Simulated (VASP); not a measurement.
A run of VASP 6.6.1 is set up as follows.

File INCAR:

```
SYSTEM = La
ALGO = Normal ; EDIFF = 1E-6
ENCUT = 520 ; ISIF = 2
ISMEAR = -1 ; LASPH = .True.
LCHARG = .True. ; LELF = .True.
LREAL = .False. ; LVHAR = .True.
LWAVE = .False. ; NBANDS = 18
NELM = 100 ; PREC = Accurate
SIGMA = 0.1
```

The input KPOINTS:

```
k-points
0
Gamma
  14 14 8
  0 0 0
```

The input POSCAR:

```
La
1.0
    3.4860153218      0.0000000000      0.0000000000
   -1.7430076609      3.0189778266      0.0000000000
    0.0000000000      0.0000000000      5.8108927218
La
2
Direct
    0.3333333333      0.6666666667      0.2500000000
    0.6666666667      0.3333333333      0.7500000000
```

Potentials or basis: VASP PAW LDA potentials, release 64 (La).

The run is started by

```console
$ cat potpaw_LDA.64/La/POTCAR > POTCAR
$ mpirun -np 1 vasp_std > vasp.out
```

Problem. Estimate the band gap on the k mesh.

Solution. Zero (band 11 reaches 10.61 eV, above the bottom of band 12 at 8.91 eV).

Problem. Predict the pressure.

Solution. 1.9 GPa.

Caveat: spin-orbit coupling is left out, which moves the levels of the heavy elements.
